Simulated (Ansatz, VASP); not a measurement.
## One calculation of WS2, two programs

Contents of INCAR:

```
PREC = Accurate ; ENCUT = 520
EDIFF = 1E-6 ; ISMEAR = -1
SIGMA = 0.08 ; LREAL = False
LASPH = True ; NELM = 80
ALGO = Normal ; ISIF = 2
LWAVE = False ; LCHARG = False
GGA = CA ; NBANDS = 20
```

Contents of KPOINTS:

```
Automatic mesh
0
Gamma
  13 13 13
```

File POSCAR:

```
WS2
1.0
    1.5842462713      0.9146650112      6.1838063298
   -1.5842462713      0.9146650112      6.1838063298
    0.0000000000     -1.8293300223      6.1838063298
W S
1 2
Direct
    0.0000000000      0.0000000000      0.0000000000
    0.7503000000      0.7503000000      0.7503000000
    0.5810000000      0.5810000000      0.5810000000
```

Input for Ansatz:

```yaml
crystal:
  lattice:
    - [1.5842462713, 0.9146650112, 6.1838063298]
    - [-1.5842462713, 0.9146650112, 6.1838063298]
    - [0.0, -1.8293300223, 6.1838063298]
  atoms:
    - { symbol: W, position: [0.0, 0.0, 0.0] }
    - { symbol: S, position: [0.7503, 0.7503, 0.7503] }
    - { symbol: S, position: [0.581, 0.581, 0.581] }
kpoints:
  mp_grid: { grid: [13, 13, 13] }
  band_path:
    path:
      - [0.0, 0.0, 0.0]
      - [0.5, 0.5, 0.5]
      - [0.8187478403, 0.1812521597, 0.5]
      - [0.5, -0.1812521597, 0.1812521597]
      - [0.5, 0.0, 0.0]
      - [0.0, 0.0, 0.0]
      - [0.3406260799, -0.3406260799, 0.0]
      - [0.6593739201, 0.0, 0.3406260799]
      - [0.5, 0.0, 0.5]
    npoints: 5
scf:
  occupations: { method: fermi_dirac, width: 0.08 }
hamiltonian:
  xc: lda
  pseudopotentials: { kind: all_electron, lapw: { basis_error: 0.0005 } }
output:
  forces: true
  stress: true
  eigenvalues: true
```

Change from the starting cell: volume scaled by 1.01.

Alike in both runs: task single point; functional LDA; k mesh 13 × 13 × 13; occupations fermi-dirac, width 0.08 eV; no spin polarisation.

|  | VASP | Ansatz |
| --- | --- | --- |
| version | VASP 6.6.1 | Ansatz 0.2.0 |
| potentials or method | VASP PAW LDA potentials, release 64 (W_sv, S), cutoff 520 eV | all-electron LAPW, scalar-relativistic |

Ansatz gave:

| Property | Result |
| --- | --- |
| pressure (GPa) | -5.2 |
| traceless stress, the component that is largest in VASP (GPa) | 0.20 |
| rms of the force components (eV/Å) | 0.312 |

Task: Estimate VASP's values.

Result: Pressure (GPa): -4.9; traceless stress, the component that is largest in VASP (GPa): 0.24; rms of the force components (eV/Å): 0.300.

LDA's correlation is that of Perdew and Zunger in VASP and of Perdew and Wang (1992) in Ansatz. Atom by atom the forces differ by 0.021 eV/Å (rms over components). Ansatz ran all-electron here, and VASP with PAW potentials.

Neither program's run includes spin-orbit coupling.
